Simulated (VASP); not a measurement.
Runs of VASP 6.6.1 on HfGe4. The structure is that of space group Im-3m (No. 229), or close to it. The cells are those of the table. 

```csv
task,cell,k mesh,cutoff (eV),gap on the mesh (eV),pressure (GPa),relaxed volume (Å³/atom)
single point,"a = 5.332 Å, angles 109.5°, 5 atoms",4 × 4 × 4,520,none,0.0,-
relaxation of cell and atoms,"relaxed from a = 4.938 Å, angles 109.5°, 5 atoms",4 × 4 × 4,600,none,-0.1,23.37
single point,"a = 4.938 Å, angles 109.5°, 5 atoms",4 × 4 × 4,520,none,24.3,-
relaxation of cell and atoms,"relaxed from a = 5.332 Å, angles 109.5°, 5 atoms",10 × 10 × 10,600,none,0.0,(a)
single point,"a = 5.317 Å, angles 109.5°, 5 atoms",10 × 10 × 10,520,none,0.0,-
```

Alike in all rows: level PBE; potentials or basis VASP PAW PBE potentials, release 64 (Hf_pv, Ge_d); no spin polarisation; smearing gaussian 0.1 eV.

Problem. Fill in the values left out.

Solution. (a) 23.15.

Caveats: some runs use coarse meshes; spin-orbit coupling is left out, which moves the levels of the heavy elements; the volume moved by over 15 % at a fixed basis, so the end points are rough (some runs).

A k mesh can miss the band edges, and the runs leave out spin-orbit coupling on Ge, Hf.

A gap of «none» marks levels without a gap at the run's occupations.
